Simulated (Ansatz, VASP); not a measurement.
# Ba: VASP beside Ansatz

```
CELL_PARAMETERS angstrom
0.00000 3.02897 3.02897
3.02897 0.00000 3.02897
3.02897 3.02897 0.00000
ATOMIC_POSITIONS crystal
Ba 0.00000 0.00000 0.00000
```

Change from the starting cell: volume scaled by 0.95, LAPW.

Alike in both runs: task single point; functional PBEsol; k mesh 12 × 12 × 12; occupations fermi-dirac, width 0.08 eV; no spin polarisation.

|  | VASP | Ansatz |
| --- | --- | --- |
| version | VASP 6.6.1 | Ansatz 0.2.0 |
| potentials or method | VASP PAW PBE potentials, release 64 (Ba_sv), cutoff 520 eV | all-electron LAPW, scalar-relativistic |

Ansatz gave:

- pressure (GPa): 0.4

Task: What did VASP give for the same quantities?

Result: Pressure (GPa): 0.5.

VASP's potentials were made for PBE, not for PBEsol. Ansatz ran all-electron here, and VASP with PAW potentials.

Spin-orbit coupling is off throughout.
